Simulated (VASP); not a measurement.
# CdI2 (P-3m1) in VASP: single point with HSE06

Aim: the single point of CdI2 with HSE06.

Everything below comes from runs of VASP 6.6.1. Logs are shortened: lines on timing, memory, paths and dates and some standing lists are left out, and cuts for length are marked.

## Step 1: The cell of the first run

Symmetry: P-3m1, No. 164, trigonal system. The conventional cell has a = 4.247 Å, b = 4.247 Å, c = 6.895 Å, α = 90.00°, β = 90.00°, γ = 120.00°. Cd (site symmetry -3m) has 6 I at 2.99 Å within 3.9 Å. Within 3.9 Å of I (site symmetry 3m) lie 3 Cd at 2.99 Å.

## Step 2: Single point, HSE06

File POSCAR:

```
CdI2
1.0
    4.2470087284      0.0000000000      0.0000000000
   -2.1235043642      3.6780174489      0.0000000000
    0.0000000000      0.0000000000      6.8950251473
Cd I
1 2
Direct
    0.0000000000      0.0000000000      0.0000000000
    0.3333333333      0.6666666667      0.2493934756
    0.6666666667      0.3333333333      0.7506065244
```

File INCAR.step1:

```
SYSTEM = CdI2
PREC = Accurate
ENCUT = 400
EDIFF = 1E-5
ISMEAR = 0
SIGMA = 0.01
LREAL = .False.
LASPH = .True.
NELM = 120
ALGO = Normal
ISIF = 2
LWAVE = .True.
NBANDS = 20
GGA = PE
GGA_COMPAT = .False.
```

File INCAR.step2:

```
SYSTEM = CdI2
PREC = Accurate
ENCUT = 400
EDIFF = 1E-6
ISMEAR = 0
SIGMA = 0.01
LREAL = .False.
LASPH = .True.
NELM = 120
ALGO = Normal
ISIF = 2
LWAVE = .False.
LCHARG = .True.
GGA = PE
LHFCALC = .True.
HFSCREEN = 0.2079
PRECFOCK = Normal
LELF = .True.
LVHAR = .True.
NBANDS = 20
ISTART = 1
GGA_COMPAT = .False.
```

File KPOINTS:

```
Automatic mesh
0
Gamma
  6 6 2
  0 0 0
```

Potentials or basis: VASP PAW PBE potentials, release 64 (Cd, I).

On the command line:

```sh
> cat potpaw_PBE.64/Cd/POTCAR potpaw_PBE.64/I/POTCAR > POTCAR
> cp INCAR.step1 INCAR
> mpirun -np 1 vasp_std > vasp.out
> cp INCAR.step2 INCAR
> mpirun -np 1 vasp_std > vasp.out
```

OUTCAR:

```text
SYSTEM = CdI2
   PREC = Accurate
   ENCUT = 400
   EDIFF = 1E-6
   ISMEAR = 0
   LREAL = .False.
   LASPH = .True.
   NELM = 120
   ISIF = 2
   GGA = PE
   LHFCALC = .True.
   HFSCREEN = 0.2079
   PRECFOCK = Normal
   ISTART = 1

 ion  position               nearest neighbor table
   1  0.000  0.000  0.000-   2 2.99   3 2.99   3 2.99   2 2.99   3 2.99   2 2.99
   2  0.333  0.667  0.249-   1 2.99   1 2.99   1 2.99
   3  0.667  0.333  0.751-   1 2.99   1 2.99   1 2.99

  LATTYP: Found a hexagonal cell.
 ALAT       =     4.2470087284
 C/A-ratio  =     1.6235015250

  Lattice vectors:

 A1 = (   4.2470087284,   0.0000000000,   0.0000000000)
 A2 = (  -2.1235043642,   3.6780174489,   0.0000000000)
 A3 = (   0.0000000000,   0.0000000000,   6.8950251473)

Analysis of symmetry for initial positions (statically):
=====================================================================
 Subroutine PRICEL returns:
 Original cell was already a primitive cell.

 Routine SETGRP: Setting up the symmetry group for a
 hexagonal supercell.

 Subroutine GETGRP returns: Found 12 space group operations
 (whereof 12 operations were pure point group operations)
 out of a pool of 24 trial point group operations.

The static configuration has the point symmetry D_3d.

Analysis of symmetry for dynamics (positions and initial velocities):
=====================================================================
 Subroutine PRICEL returns:
 Original cell was already a primitive cell.

 Routine SETGRP: Setting up the symmetry group for a
 hexagonal supercell.

 Subroutine GETGRP returns: Found 12 space group operations
 (whereof 12 operations were pure point group operations)
 out of a pool of 24 trial point group operations.

The dynamic configuration has the point symmetry D_3d.

 Subroutine INISYM returns: Found 12 space group operations
 (whereof 12 operations are pure point group operations),
 and found     1 'primitive' translations

----------------------------------------------------------------------------------------

                                     Primitive cell

  volume of cell :     107.7042

  direct lattice vectors                    reciprocal lattice vectors
     4.247008728  0.000000000  0.000000000     0.235459841  0.135942803  0.000000000
    -2.123504364  3.678017449  0.000000000     0.000000000  0.271885605  0.000000000
     0.000000000  0.000000000  6.895025147     0.000000000  0.000000000  0.145032103

  length of vectors
     4.247008728  4.247008728  6.895025147     0.271885605  0.271885605  0.145032103

  position of ions in fractional coordinates (direct lattice)
     0.000000000  0.000000000  0.000000000
     0.333333333  0.666666667  0.249393476
     0.666666667  0.333333333  0.750606524

  ion indices of the primitive-cell ions
   primitive index   ion index
                 1           1
                 2           2
                 3           3

----------------------------------------------------------------------------------------

 KPOINTS: Automatic mesh

Automatic generation of k-mesh.
 Grid dimensions read from file:
 generate k-points for:    6    6    2

 Generating k-lattice:

  Cartesian coordinates                     Fractional coordinates (reciprocal lattice)
     0.039243307  0.022657134  0.000000000     0.166666667  0.000000000  0.000000000
     0.000000000  0.045314268  0.000000000     0.000000000  0.166666667  0.000000000
     0.000000000  0.000000000  0.072516052     0.000000000  0.000000000  0.500000000

  Length of vectors
     0.045314268  0.045314268  0.072516052

  Shift w.r.t. Gamma in fractional coordinates (k-lattice)
     0.000000000  0.000000000  0.000000000

 Subroutine IBZKPT returns following result:
 ===========================================

 Found     14 irreducible k-points:

 Following reciprocal coordinates:
            Coordinates               Weight
  0.000000  0.000000  0.000000      1.000000
  0.166667 -0.000000  0.000000      6.000000
  0.333333  0.000000  0.000000      6.000000
  0.500000  0.000000  0.000000      3.000000
  0.166667  0.166667  0.000000      6.000000
  0.333333  0.166667  0.000000     12.000000
  0.333333  0.333333  0.000000      2.000000
  0.000000  0.000000  0.500000      1.000000
  0.166667 -0.000000  0.500000      6.000000
  0.333333  0.000000  0.500000      6.000000
  0.500000  0.000000  0.500000      3.000000
  0.166667  0.166667  0.500000      6.000000
  0.333333  0.166667  0.500000     12.000000
  0.333333  0.333333  0.500000      2.000000
   k-points           NKPTS =     14   k-points in BZ     NKDIM =     72   number of bands    NBANDS=     20
   number of dos      NEDOS =    301   number of ions     NIONS =      3
   total plane-waves  NPLWV =  37632
   dimension x,y,z NGX =    28 NGY =   28 NGZ =   48
   dimension x,y,z NGXF=    56 NGYF=   56 NGZF=   96
   ions per type =               1   2
   NGX,Y,Z   is equivalent  to a cutoff of  10.96, 10.96, 11.57 a.u.
   NGXF,Y,Z  is equivalent  to a cutoff of  21.92, 21.92, 23.15 a.u.
 SYSTEM =  CdI2
   PREC   = accura    normal or accurate (medium, high low for compatibility)
   ISTART =      1    job   : 0-new  1-cont  2-samecut
   ICHARG =      0    charge: 1-file 2-atom 10-const
   ISPIN  =      1    spin polarized calculation?
   LNONCOLLINEAR =      F non collinear calculations
   LSORBIT =      F    spin-orbit coupling
   LASPH  =      T    aspherical Exc in radial PAW
   ENCUT  =  400.0 eV  29.40 Ry    5.42 a.u.   6.93  6.93 11.24*2*pi/ulx,y,z
   NELM   =    120;   NELMIN=  2; NELMDL=  0     # of ELM steps
   EDIFF  = 0.1E-05   stopping-criterion for ELM
   LREAL  =      F    real-space projection
   EDIFFG = 0.1E-04   stopping-criterion for IOM
   NSW    =      0    number of steps for IOM
   IBRION =     -1    ionic relax: 0-MD 1-quasi-New 2-CG
   NFREE  =      0    steps in history (QN), initial steepest desc. (CG)
   ISIF   =      2    stress and relaxation
   ISYM   =      3    0-nonsym 1-usesym 2-fastsym
   POTIM  = 0.5000    time-step for ionic-motion
   TEBEG  =    0.0;   TEEND  =   0.0 temperature during run
   PSTRESS=    0.0 pullay stress
   NELECT =      26.0000    total number of electrons
   NUPDOWN=      -1.0000    fix difference up-down
   EMIN   =  10.00;   EMAX   =-10.00  energy-range for DOS
   EFERMI =   0.00;   METHOD = LEGACY
   ISMEAR =     0;   SIGMA  =   0.01  broadening in eV -4-tet -1-fermi 0-gaus
   EFERMI_NEDOS =   21; number of points for ismear=-14 and -15
   IALGO  =     38    algorithm
   IMIX   =      1    mixing-type and parameters
     AMIX     =   0.40;   BMIX     =  1.00
     AMIX_MAG =   1.60;   BMIX_MAG =  1.00
  volume/ion in A,a.u.               =      35.90       242.27
  Fermi-wavevector in a.u.,A,eV,Ry     =   1.019346  1.926285 14.137359  1.039067
  Thomas-Fermi vector in A             =   2.152855
   LORBIT       =      0    0 simple, 1 ext, 2 COOP (PROOUT), +10 PAW based schemes
   GGA     = PE    functional components
   LHFCALC =     T    Hartree Fock is set to
   PRECFOCK=normal    Normal, Fast or Accurate (Low or Medium for compatibility)
   ENCUT4O =  -1.0   cutoff for four orbital integrals eV
   NKREDX  =     1    reduce k-point grid by
   NKREDY  =     1    reduce k-point grid by
   NKREDZ  =     1    reduce k-point grid by
   AEXX    =    0.2500 exact exchange contribution
   HFSCREEN=    0.2079 screening length (either q_TF or 0.3 A-1)
   HFSCREENC=   0.2079 screening length for correlation (either q_TF or 0.3 A-1)
   ENCUTFOCK=  -1.0 apply spherical cutoff to Coloumb kernel
   IVDW    =     0    specifies the selected vdW correction
   LEPSILON=     F    determine dielectric tensor
   LRPA    =     F    only Hartree local field effects (RPA)
 non-spin polarized calculation
 Gauss-broadening in eV      SIGMA  =   0.01
  energy-cutoff  :      400.00
  volume of cell :      107.70
 maximum number of plane-waves:      1971
 NGX is ok and might be reduce to    28
  NGX = 24; NGY = 24; NGZ = 36

 number of electron      26.0000011 magnetization

 Free energy of the ion-electron system (eV)
  ---------------------------------------------------
  ext. energy  EPLUGINS =         0.00000000
  ---------------------------------------------------
  free energy    TOTEN  =        -7.07424564 eV

  energy without entropy =       -7.07424564  energy(sigma->0) =       -7.07424564

 E-fermi :   1.3741     XC(G=0):  -7.1335

 val. band max:        1.2891355690   @ k =   0.0000   0.0000   0.5000
 cond. band min:       4.6314111034   @ k =   0.5000   0.0000   0.5000
 fundamental gap:      3.3422755344
 Fermi energy:         1.3741461747

 k-point     1 :       0.0000    0.0000    0.0000
  band No.  band energies     occupation
      1     -11.8361      2.00000
      2     -11.0572      2.00000
      3      -7.5507      2.00000
      4      -7.5507      2.00000
      5      -7.4072      2.00000
      6      -7.3362      2.00000
[... 12 lines left out ...]
     19      11.5356      0.00000
     20      11.5678      0.00000

 k-point     2 :       0.1667   -0.0000    0.0000
  band No.  band energies     occupation
      1     -11.6882      2.00000
      2     -11.0432      2.00000
      3      -7.5344      2.00000
      4      -7.4729      2.00000
      5      -7.3822      2.00000
      6      -7.3405      2.00000
[... 12 lines left out ...]
     19      10.5302      0.00000
     20      11.5632      0.00000

 k-point     3 :       0.3333    0.0000    0.0000
  band No.  band energies     occupation
      1     -11.3488      2.00000
      2     -11.0272      2.00000
      3      -7.5172      2.00000
      4      -7.4083      2.00000
      5      -7.3341      2.00000
      6      -7.2996      2.00000
[... 12 lines left out ...]
     19      10.9032      0.00000
     20      11.5385      0.00000

 k-point     4 :       0.5000    0.0000    0.0000
  band No.  band energies     occupation
      1     -11.0961      2.00000
      2     -11.0813      2.00000
      3      -7.5158      2.00000
      4      -7.4173      2.00000
      5      -7.3205      2.00000
      6      -7.2759      2.00000
[... 199 lines left out ...]
 k-point    13 :       0.3333    0.1667    0.5000
  band No.  band energies     occupation
      1     -11.1257      2.00000
      2     -11.0492      2.00000
      3      -7.4626      2.00000
      4      -7.3917      2.00000
      5      -7.3214      2.00000
      6      -7.2907      2.00000
[... 12 lines left out ...]
     19      10.5707      0.00000
     20      11.8789      0.00000

 k-point    14 :       0.3333    0.3333    0.5000
  band No.  band energies     occupation
      1     -11.0374      2.00000
      2     -11.0374      2.00000
      3      -7.3611      2.00000
      4      -7.3611      2.00000
      5      -7.3064      2.00000
      6      -7.2814      2.00000
[... 12 lines left out ...]
     19      11.3845      0.00000
     20      11.3845      0.00000

------------------------ aborting loop because EDIFF is reached ----------------------------------------

  FORCE on cell =-STRESS in cart. coord.  units (eV):
  Direction    XX          YY          ZZ          XY          YZ          ZX
  --------------------------------------------------------------------------------------
  -------------------------------------------------------------------------------------
  Total        0.4427457      0.4427457      0.3491411      0.0000000      0.0000000      0.0000000
  in kB        6.5861576      6.5861576      5.1937224      0.0000000      0.0000000      0.0000000
  external PRESSURE =       6.1220125 kB  Pullay stress =       0.0000000 kB

 VOLUME and BASIS-vectors are now :
 -----------------------------------------------------------------------------
  energy-cutoff  :      400.00
  volume of cell :      107.70
      direct lattice vectors                 reciprocal lattice vectors
     4.247008728  0.000000000  0.000000000     0.235459841  0.135942803  0.000000000
    -2.123504364  3.678017449  0.000000000     0.000000000  0.271885605  0.000000000
     0.000000000  0.000000000  6.895025147     0.000000000  0.000000000  0.145032103

 POSITION                                       TOTAL-FORCE (eV/Angst)
 -----------------------------------------------------------------------------------
      0.00000      0.00000      0.00000         0.000000      0.000000      0.000000
     -0.00000      2.45201      1.71957         0.000000     -0.000000     -0.063247
      2.12350      1.22601      5.17545        -0.000000      0.000000      0.063247
 -----------------------------------------------------------------------------------
    total drift:                               -0.000000     -0.000000      0.000000

  FREE ENERGIE OF THE ION-ELECTRON SYSTEM (eV)
  ---------------------------------------------------
  free  energy   TOTEN  =        -7.0742456403 eV

  energy  without entropy=       -7.0742456403  energy(sigma->0) =       -7.07424564
```

It took 53 min on 1 thread of Oxide Virtual Turin-like, shared host; peak memory 0.28 GiB.

What came out:

```yaml
Free_energy: -7.0742 eV
Pressure: 0.6 GPa
Largest_force: 0.063 eV/Å
Band_gap_on_the_k_mesh: 3.34 eV (least direct gap 3.62 eV)
```

Forces in eV/Å, atoms in the order of the input:
```
Cd   0.000  0.000  0.000
I    0.000  0.000 -0.063
I    0.000  0.000  0.063
```

Stress tensor (GPa, compression positive):
```
0.66 0.00 0.00
0.00 0.66 0.00
0.00 0.00 0.52
```

Levels at points of the mesh, in eV from the valence-band top:
```csv
k point,band 10,band 11,band 12,band 13,band 14,band 15,band 16,band 17
"(0.00, 0.00, 0.00)",-0.29,-0.15,-0.15,-0.14,3.48,5.42,7.44,7.44
"(0.50, 0.00, 0.00)",-2.11,-1.59,-0.72,-0.14,3.62,5.98,6.86,7.60
"(0.00, 0.00, 0.50)",-0.42,-0.42,0.00,0.00,4.64,5.47,7.22,7.22
"(0.50, 0.00, 0.50)",-1.38,-1.28,-0.53,-0.46,3.34,5.87,6.83,7.54
```

Caveat: the k points lie up to 0.46 Å⁻¹ apart; the PAW data sets were made with another functional, which shifts forces and pressure a little; spin-orbit coupling is left out, which moves the levels of the heavy elements; this functional lacks dispersion, which binds layers or chains, so the pressure and a relaxed spacing across them are unreliable.
